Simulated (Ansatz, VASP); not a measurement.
# One calculation of GaAs, two programs

POSCAR

```
GaAs
1.0
    0.0000000000      2.8268505379      2.8268505379
    2.8268505379      0.0000000000      2.8268505379
    2.8268505379      2.8268505379      0.0000000000
Ga As
1 1
Direct
    0.0000000000      0.0000000000      0.0000000000
    0.7500000000      0.7500000000      0.7500000000
```

File INCAR.step1:

```
SYSTEM = GaAs
  ALGO = Normal
  EDIFF = 1E-5
  ENCUT = 520
  GGA = PE
  ISIF = 2
  ISMEAR = 0
  LASPH = .True.
  LREAL = .False.
  LWAVE = .True.
  NBANDS = 16
  NELM = 100
  PREC = Accurate
  SIGMA = 0.05
```

Contents of INCAR.step2:

```
SYSTEM = GaAs
  AEXX = 0.5
  ALGO = Normal
  EDIFF = 1E-6
  ENCUT = 520
  GGA = PE
  HFSCREEN = 0.20787
  ISIF = 2
  ISMEAR = 0
  ISTART = 1
  LASPH = .True.
  LCHARG = .True.
  LELF = .True.
  LHFCALC = .True.
  LREAL = .False.
  LVHAR = .True.
  LWAVE = .False.
  NBANDS = 16
  NELM = 100
  PREC = Accurate
  PRECFOCK = Normal
  SIGMA = 0.05
```

File KPOINTS:

```
k-points
0
Gamma
  4 4 4
  0 0 0
```

Input for Ansatz:

```yaml
crystal:
  lattice:
    - [0.0, 2.8268505379, 2.8268505379]
    - [2.8268505379, 0.0, 2.8268505379]
    - [2.8268505379, 2.8268505379, 0.0]
  atoms:
    - { symbol: Ga, position: [0.0, 0.0, 0.0] }
    - { symbol: As, position: [0.75, 0.75, 0.75] }
basis:
  ecutwfc: 420
  ecutrho_ratio: 4
kpoints:
  mp_grid: { grid: [4, 4, 4] }
hamiltonian:
  xc: { preset: hse06, exx: { coeff: 0.5, omega: 0.20787 } }
scf:
  occupations: { method: gaussian, width: 0.05 }
  n_extra_bands: 9
output:
  forces: true
  stress: true
  eigenvalues: true
  populations: true
  dos: { projected: true, de: 0.02 }
```

Alike in both runs: task single point; functional PBE-based screened hybrid; k mesh 4 × 4 × 4; occupations gaussian, width 0.05 eV; no spin polarisation.

|  | VASP | Ansatz |
| --- | --- | --- |
| version | VASP 6.6.1 | Ansatz 0.2.0 |
| potentials or method | VASP PAW PBE potentials, release 64 (Ga_d, As), cutoff 520 eV | scalar-relativistic, plane waves, PAW |
| valence electrons in the cell | 18 | 28 |

Ansatz gave:

| Item | Value |
| --- | --- |
| gap on the k mesh at the Fermi level (eV) | 2.56 |
| least direct gap on the mesh (eV) | 2.56 |
| pressure (GPa) | -0.4 |

Q: What did VASP give for the same quantities?

A: gap on the k mesh at the Fermi level (eV): 2.55; least direct gap on the mesh (eV): 2.55; pressure (GPa): -1.0.

VASP's potentials were made for PBE, not for PBE-based screened hybrid. VASP's potentials hold 18 valence electrons a cell and Ansatz's 28, so a difference there can come from the potentials and not from the codes. Ansatz's warnings: stress exchange threshold loose, stress scf threshold loose.

The k mesh is coarse, so the values compare programs but aren't converged.
